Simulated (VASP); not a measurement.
# ZrAg3 (Pm-3m) in VASP: a series of runs

ZrAg3 is run at these levels: PBE; tasks: single point.

Everything below comes from runs of VASP 6.6.1. Logs are shortened: lines on timing, memory, paths and dates and some standing lists are left out, and cuts for length are marked.

## (1) The cell of the first run

The structure is cubic, space group Pm-3m (No. 221). The conventional cell has a = 4.244 Å, b = 4.244 Å, c = 4.244 Å, α = 90.00°, β = 90.00°, γ = 90.00°. Within 4.0 Å of Zr (site symmetry m-3m) lie 12 Ag at 3.00 Å. Within 4.0 Å of Ag (site symmetry 4/mmm) lie 4 Zr at 3.00 Å and 8 Ag at 3.00 Å.

## (2) Single point, PBE (19.11 Å³/atom)

File INCAR:

```
SYSTEM = ZrAg3
PREC = Accurate ; ENCUT = 520
EDIFF = 1E-6 ; ISMEAR = 0
SIGMA = 0.05 ; LREAL = .FALSE.
LASPH = .TRUE. ; NELM = 80
ALGO = Normal ; ISIF = 2
LWAVE = .FALSE. ; LCHARG = .TRUE.
GGA = PE ; LELF = .TRUE.
LVHAR = .TRUE. ; NBANDS = 30
```

File KPOINTS:

```
regular mesh
0
G
  8 8 8
  0 0 0
```

File POSCAR:

```
ZrAg3
1.0
    4.2436308916      0.0000000000      0.0000000000
    0.0000000000      4.2436308916      0.0000000000
    0.0000000000      0.0000000000      4.2436308916
Zr Ag
1 3
Direct
    0.0000000000      0.0000000000      0.0000000000
    0.0000000000      0.5000000000      0.5000000000
    0.5000000000      0.5000000000      0.0000000000
    0.5000000000      0.0000000000      0.5000000000
```

Potentials or basis: VASP PAW PBE potentials, release 64 (Zr_sv, Ag).

Command:

```bash
$ cat potpaw_PBE.64/Zr_sv/POTCAR potpaw_PBE.64/Ag/POTCAR > POTCAR
$ mpirun -np 1 vasp_std > vasp.out
```

OUTCAR:

```text
SYSTEM = ZrAg3
   PREC = Accurate
   ENCUT = 520
   EDIFF = 1E-6
   ISMEAR = 0
   LREAL = .FALSE.
   LASPH = .TRUE.
   NELM = 80
   ISIF = 2
   GGA = PE

 ion  position               nearest neighbor table
   1  0.000  0.000  0.000-   2 3.00   3 3.00   4 3.00   2 3.00   4 3.00   2 3.00   3 3.00   2 3.00
                             3 3.00   4 3.00   4 3.00   3 3.00
   2  0.000  0.500  0.500-   1 3.00   3 3.00   4 3.00   1 3.00   3 3.00   1 3.00   4 3.00   1 3.00
                             3 3.00   4 3.00   3 3.00   4 3.00
   3  0.500  0.500  0.000-   1 3.00   2 3.00   4 3.00   2 3.00   4 3.00   1 3.00   4 3.00   4 3.00
                             1 3.00   2 3.00   2 3.00   1 3.00
   4  0.500  0.000  0.500-   1 3.00   2 3.00   3 3.00   1 3.00   3 3.00   2 3.00   3 3.00   3 3.00
                             1 3.00   2 3.00   1 3.00   2 3.00

  LATTYP: Found a simple cubic cell.
 ALAT       =     4.2436308916

  Lattice vectors:

 A1 = (   4.2436308916,   0.0000000000,   0.0000000000)
 A2 = (   0.0000000000,   4.2436308916,   0.0000000000)
 A3 = (   0.0000000000,   0.0000000000,   4.2436308916)

Analysis of symmetry for initial positions (statically):
=====================================================================
 Subroutine PRICEL returns:
 Original cell was already a primitive cell.

 Routine SETGRP: Setting up the symmetry group for a
 simple cubic supercell.

 Subroutine GETGRP returns: Found 48 space group operations
 (whereof 48 operations were pure point group operations)
 out of a pool of 48 trial point group operations.

The static configuration has the point symmetry O_h .

Analysis of symmetry for dynamics (positions and initial velocities):
=====================================================================
 Subroutine PRICEL returns:
 Original cell was already a primitive cell.

 Routine SETGRP: Setting up the symmetry group for a
 simple cubic supercell.

 Subroutine GETGRP returns: Found 48 space group operations
 (whereof 48 operations were pure point group operations)
 out of a pool of 48 trial point group operations.

The dynamic configuration has the point symmetry O_h .

 Subroutine INISYM returns: Found 48 space group operations
 (whereof 48 operations are pure point group operations),
 and found     1 'primitive' translations

----------------------------------------------------------------------------------------

                                     Primitive cell

  volume of cell :      76.4210

  direct lattice vectors                    reciprocal lattice vectors
     4.243630892  0.000000000  0.000000000     0.235647262  0.000000000  0.000000000
     0.000000000  4.243630892  0.000000000     0.000000000  0.235647262  0.000000000
     0.000000000  0.000000000  4.243630892     0.000000000  0.000000000  0.235647262

  length of vectors
     4.243630892  4.243630892  4.243630892     0.235647262  0.235647262  0.235647262

  position of ions in fractional coordinates (direct lattice)
     0.000000000  0.000000000  0.000000000
     0.000000000  0.500000000  0.500000000
     0.500000000  0.500000000  0.000000000
     0.500000000  0.000000000  0.500000000

  ion indices of the primitive-cell ions
   primitive index   ion index
                 1           1
                 2           2
                 3           3
                 4           4

----------------------------------------------------------------------------------------

 KPOINTS: regular mesh

Automatic generation of k-mesh.
 Grid dimensions read from file:
 generate k-points for:    8    8    8

 Generating k-lattice:

  Cartesian coordinates                     Fractional coordinates (reciprocal lattice)
     0.029455908  0.000000000  0.000000000     0.125000000  0.000000000  0.000000000
     0.000000000  0.029455908  0.000000000     0.000000000  0.125000000  0.000000000
     0.000000000  0.000000000  0.029455908     0.000000000  0.000000000  0.125000000

  Length of vectors
     0.029455908  0.029455908  0.029455908

  Shift w.r.t. Gamma in fractional coordinates (k-lattice)
     0.000000000  0.000000000  0.000000000

 Subroutine IBZKPT returns following result:
 ===========================================

 Found     35 irreducible k-points:

 Following reciprocal coordinates:
            Coordinates               Weight
  0.000000  0.000000  0.000000      1.000000
  0.125000  0.000000  0.000000      6.000000
  0.250000  0.000000  0.000000      6.000000
  0.375000  0.000000  0.000000      6.000000
  0.500000  0.000000  0.000000      3.000000
  0.125000  0.125000  0.000000     12.000000
[... 16 lines left out ...]
  0.375000  0.375000  0.125000     24.000000
  0.500000  0.375000  0.125000     24.000000
 [... further k-points ...]
   k-points           NKPTS =     35   k-points in BZ     NKDIM =     35   number of bands    NBANDS=     30
   number of dos      NEDOS =    301   number of ions     NIONS =      4
   total plane-waves  NPLWV =  32768
   dimension x,y,z NGX =    32 NGY =   32 NGZ =   32
   dimension x,y,z NGXF=    64 NGYF=   64 NGZF=   64
   ions per type =               1   3
   NGX,Y,Z   is equivalent  to a cutoff of  12.54, 12.54, 12.54 a.u.
   NGXF,Y,Z  is equivalent  to a cutoff of  25.07, 25.07, 25.07 a.u.
 SYSTEM =  ZrAg3
   PREC   = accura    normal or accurate (medium, high low for compatibility)
   ISTART =      0    job   : 0-new  1-cont  2-samecut
   ICHARG =      2    charge: 1-file 2-atom 10-const
   ISPIN  =      1    spin polarized calculation?
   LNONCOLLINEAR =      F non collinear calculations
   LSORBIT =      F    spin-orbit coupling
   LASPH  =      T    aspherical Exc in radial PAW
   ENCUT  =  520.0 eV  38.22 Ry    6.18 a.u.   7.89  7.89  7.89*2*pi/ulx,y,z
   NELM   =     80;   NELMIN=  2; NELMDL= -5     # of ELM steps
   EDIFF  = 0.1E-05   stopping-criterion for ELM
   LREAL  =      F    real-space projection
   EDIFFG = 0.1E-04   stopping-criterion for IOM
   NSW    =      0    number of steps for IOM
   IBRION =     -1    ionic relax: 0-MD 1-quasi-New 2-CG
   NFREE  =      0    steps in history (QN), initial steepest desc. (CG)
   ISIF   =      2    stress and relaxation
   ISYM   =      2    0-nonsym 1-usesym 2-fastsym
   POTIM  = 0.5000    time-step for ionic-motion
   TEBEG  =    0.0;   TEEND  =   0.0 temperature during run
   PSTRESS=    0.0 pullay stress
   NELECT =      45.0000    total number of electrons
   NUPDOWN=      -1.0000    fix difference up-down
   EMIN   =  10.00;   EMAX   =-10.00  energy-range for DOS
   EFERMI =   0.00;   METHOD = LEGACY
   ISMEAR =     0;   SIGMA  =   0.05  broadening in eV -4-tet -1-fermi 0-gaus
   EFERMI_NEDOS =   21; number of points for ismear=-14 and -15
   IALGO  =     38    algorithm
   IMIX   =      4    mixing-type and parameters
     AMIX     =   0.40;   BMIX     =  1.00
     AMIX_MAG =   1.60;   BMIX_MAG =  1.00
  volume/ion in A,a.u.               =      19.11       128.93
  Fermi-wavevector in a.u.,A,eV,Ry     =   1.372170  2.593026 25.617754  1.882852
  Thomas-Fermi vector in A             =   2.497802
   LORBIT       =      0    0 simple, 1 ext, 2 COOP (PROOUT), +10 PAW based schemes
   GGA     = PE    functional components
   LHFCALC =     F    Hartree Fock is set to
   AEXX    =    0.0000 exact exchange contribution
   IVDW    =     0    specifies the selected vdW correction
   LEPSILON=     F    determine dielectric tensor
   LRPA    =     F    only Hartree local field effects (RPA)
 non-spin polarized calculation
 Gauss-broadening in eV      SIGMA  =   0.05
  energy-cutoff  :      520.00
  volume of cell :       76.42
 maximum number of plane-waves:      2103
 NGX is ok and might be reduce to    32
   NGX = 15   NGY = 15   NGZ = 15

 number of electron      44.9999994 magnetization

 Free energy of the ion-electron system (eV)
  ---------------------------------------------------
  ext. energy  EPLUGINS =         0.00000000
  ---------------------------------------------------
  free energy    TOTEN  =       -15.90399936 eV

  energy without entropy =      -15.89327450  energy(sigma->0) =      -15.89863693

 E-fermi :   8.4749     XC(G=0): -11.7279

 val. band max:        8.4495197839   @ k =   0.2500   0.1250   0.1250
 cond. band min:       8.4751374771   @ k =   0.3750   0.3750   0.2500
 fundamental gap:      0.0256176932
 Fermi energy:         8.4748650067

 k-point     1 :       0.0000    0.0000    0.0000
  band No.  band energies     occupation
      1     -41.3467      2.00000
      2     -19.3215      2.00000
      3     -19.3215      2.00000
      4     -19.3215      2.00000
      5       1.2647      2.00000
      6       2.4263      2.00000
[... 22 lines left out ...]
     29      16.3027      0.00000
     30      16.4019      0.00000

 k-point     2 :       0.1250    0.0000    0.0000
  band No.  band energies     occupation
      1     -41.3465      2.00000
      2     -19.3268      2.00000
      3     -19.3218      2.00000
      4     -19.3218      2.00000
      5       1.4255      2.00000
      6       2.4881      2.00000
[... 22 lines left out ...]
     29      15.5626      0.00000
     30      16.3254      0.00000

 k-point     3 :       0.2500    0.0000    0.0000
  band No.  band energies     occupation
      1     -41.3460      2.00000
      2     -19.3396      2.00000
      3     -19.3224      2.00000
      4     -19.3224      2.00000
      5       1.8831      2.00000
      6       2.6473      2.00000
[... 22 lines left out ...]
     29      14.6171      0.00000
     30      16.2770      0.00000

 k-point     4 :       0.3750    0.0000    0.0000
  band No.  band energies     occupation
      1     -41.3455      2.00000
      2     -19.3523      2.00000
      3     -19.3230      2.00000
      4     -19.3230      2.00000
      5       2.5042      2.00000
      6       2.8518      2.00000
[... 616 lines left out ...]
     29      14.1714      0.00000
     30      14.8302      0.00000

 k-point    23 :       0.3750    0.3750    0.1250
  band No.  band energies     occupation
      1     -41.3446      2.00000
      2     -19.3482      2.00000
      3     -19.3461      2.00000
      4     -19.3275      2.00000
      5       2.9232      2.00000
      6       2.9742      2.00000
[... 22 lines left out ...]
     29      14.4251      0.00000
     30      16.0366      0.00000

 k-point    24 :       0.5000    0.3750    0.1250
  band No.  band energies     occupation
      1     -41.3444      2.00000
      2     -19.3512      2.00000
      3     -19.3464      2.00000
      4     -19.3275      2.00000
      5       2.9810      2.00000
      6       3.0279      2.00000
[... 22 lines left out ...]
     29      14.8411      0.00000
     30      15.6390      0.00000

 [... further k-points ...]

------------------------ aborting loop because EDIFF is reached ----------------------------------------

  FORCE on cell =-STRESS in cart. coord.  units (eV):
  Direction    XX          YY          ZZ          XY          YZ          ZX
  --------------------------------------------------------------------------------------
  -------------------------------------------------------------------------------------
  Total        0.9586581      0.9586581      0.9586581      0.0000000      0.0000000     -0.0000000
  in kB       20.0984026     20.0984026     20.0984026      0.0000000      0.0000000     -0.0000000
  external PRESSURE =      20.0984026 kB  Pullay stress =       0.0000000 kB

 VOLUME and BASIS-vectors are now :
 -----------------------------------------------------------------------------
  energy-cutoff  :      520.00
  volume of cell :       76.42
      direct lattice vectors                 reciprocal lattice vectors
     4.243630892  0.000000000  0.000000000     0.235647262  0.000000000  0.000000000
     0.000000000  4.243630892  0.000000000     0.000000000  0.235647262  0.000000000
     0.000000000  0.000000000  4.243630892     0.000000000  0.000000000  0.235647262

 POSITION                                       TOTAL-FORCE (eV/Angst)
 -----------------------------------------------------------------------------------
      0.00000      0.00000      0.00000         0.000000      0.000000      0.000000
      0.00000      2.12182      2.12182         0.000000      0.000000      0.000000
      2.12182      2.12182      0.00000         0.000000      0.000000      0.000000
      2.12182      0.00000      2.12182         0.000000      0.000000      0.000000
 -----------------------------------------------------------------------------------
    total drift:                                0.000000     -0.000000     -0.000000

  FREE ENERGIE OF THE ION-ELECTRON SYSTEM (eV)
  ---------------------------------------------------
  free  energy   TOTEN  =       -15.9039993641 eV

  energy  without entropy=      -15.8932744977  energy(sigma->0) =      -15.89863693
```

Wall time 25 s (1 thread of Intel Xeon 6975P-C (Granite Rapids), shared host); peak memory 0.22 GiB.

What came out:

| Item | Value |
| --- | --- |
| Free energy | -15.9040 eV |
| Pressure | 2.0 GPa |
| Band gap on the k mesh | zero (an odd number of electrons rules out a gap without spin polarisation) |

## (3) Single point, PBE (19.11 Å³/atom)

File INCAR:

```
ALGO     = Normal         # electronic algorithm
EDIFF    = 1E-6           # SCF threshold, eV
ENCUT    = 520            # plane-wave cutoff, eV
GGA      = PE             # functional
ISIF     = 2              # what is computed and relaxed
ISMEAR   = 0              # smearing method
LASPH    = T              # aspherical terms in the spheres
LCHARG   = F              # write CHGCAR
LREAL    = F              # projectors in reciprocal space
LWAVE    = F              # write WAVECAR
NBANDS   = 30             # bands
NELM     = 100            # most SCF steps
PREC     = Accurate       # precision mode
SIGMA    = 0.05           # smearing width, eV
```

File KPOINTS:

```
k-points
0
Gamma
  8 8 8
```

File POSCAR:

```
ZrAg3
1.0
    4.2439588339      0.0000000000      0.0000000000
    0.0000000000      4.2439588339      0.0000000000
    0.0000000000      0.0000000000      4.2439588339
Zr Ag
1 3
Direct
    0.0000000000      0.0000000000      0.0000000000
    0.0000000000      0.5000000000      0.5000000000
    0.5000000000      0.5000000000      0.0000000000
    0.5000000000      0.0000000000      0.5000000000
```

Potentials or basis: VASP PAW PBE potentials, release 64 (Zr_sv, Ag).

Command:

```bash
$ cat potpaw_PBE.64/Zr_sv/POTCAR potpaw_PBE.64/Ag/POTCAR > POTCAR
$ mpirun -np 1 vasp_std > vasp.out
```

Run time: 23 s. Hardware: 1 thread of Intel Xeon 6975P-C (Granite Rapids), shared host; peak memory 0.22 GiB.

Results (log left out):

- Free energy: -15.9042 eV
- Pressure: 2.0 GPa
- Band gap on the k mesh: zero (an odd number of electrons rules out a gap without spin polarisation)

Levels at points of the mesh, in eV from the Fermi level:
| k point | band 20 | band 21 | band 22 | band 23 | band 24 | band 25 | band 26 | band 27 |
| --- | --- | --- | --- | --- | --- | --- | --- | --- |
| (0.00, 0.00, 0.00) | -3.14 | 0.55 | 0.55 | 1.70 | 1.70 | 1.70 | 2.26 | 2.26 |
| (0.50, 0.00, 0.00) | -3.68 | -3.14 | -0.05 | -0.05 | 0.17 | 1.54 | 2.13 | 5.33 |
| (0.50, 0.50, 0.00) | -3.75 | -2.29 | -0.80 | -0.80 | 0.44 | 0.44 | 1.58 | 2.88 |
| (0.50, 0.50, 0.50) | -0.36 | -0.31 | -0.31 | -0.31 | -0.07 | -0.07 | -0.07 | 2.19 |

## (4) Single point, PBE (19.50 Å³/atom)

This run uses another cell than the first one, of 19.50 Å³/atom.

File INCAR:

```
PREC     = Accurate       # precision mode
ENCUT    = 520            # plane-wave cutoff, eV
EDIFF    = 1E-6           # SCF threshold, eV
ISMEAR   = 0              # smearing method
SIGMA    = 0.05           # smearing width, eV
LREAL    = False          # projectors in reciprocal space
LASPH    = True           # aspherical terms in the spheres
NELM     = 80             # most SCF steps
ALGO     = Normal         # electronic algorithm
ISIF     = 2              # what is computed and relaxed
LWAVE    = False          # write WAVECAR
LCHARG   = False          # write CHGCAR
GGA      = PE             # functional
NBANDS   = 30             # bands
```

File KPOINTS:

```
regular mesh
0
Gamma
  8 8 8
```

File POSCAR:

```
ZrAg3
1.0
    4.2726351013      0.0000000000      0.0000000000
    0.0000000000      4.2726351013      0.0000000000
    0.0000000000      0.0000000000      4.2726351013
Zr Ag
1 3
Direct
    0.0000000000      0.0000000000      0.0000000000
    0.0000000000      0.5000000000      0.5000000000
    0.5000000000      0.5000000000      0.0000000000
    0.5000000000      0.0000000000      0.5000000000
```

Command:

```bash
$ cat potpaw_PBE.64/Zr_sv/POTCAR potpaw_PBE.64/Ag/POTCAR > POTCAR
$ mpirun -np 1 vasp_std > vasp.out
```

Run time: 24 s. Hardware: 1 thread of Intel Xeon 6975P-C (Granite Rapids), shared host; peak memory 0.21 GiB.

Results (log left out):

```
Free energy            : -15.9144 eV
Pressure               : 0.0 GPa
Band gap on the k mesh : zero (an odd number of electrons rules out a gap without spin polarisation)
```

Levels at points of the mesh, in eV from the Fermi level:
| k point | band 19 | band 20 | band 21 | band 22 | band 23 | band 24 | band 25 | band 26 | band 27 | band 28 |
| --- | --- | --- | --- | --- | --- | --- | --- | --- | --- | --- |
| (0.00, 0.00, 0.00) | -3.11 | -3.11 | 0.52 | 0.52 | 1.70 | 1.70 | 1.70 | 2.19 | 2.19 | 2.19 |
| (0.50, 0.00, 0.00) | -3.65 | -3.64 | -3.11 | -0.04 | -0.04 | 0.16 | 1.50 | 2.06 | 5.23 | 5.79 |
| (0.50, 0.50, 0.00) | -3.89 | -3.66 | -2.24 | -0.81 | -0.81 | 0.43 | 0.43 | 1.55 | 2.79 | 3.55 |
| (0.50, 0.50, 0.50) | -3.32 | -0.32 | -0.32 | -0.32 | -0.28 | -0.05 | -0.05 | -0.05 | 2.13 | 2.13 |
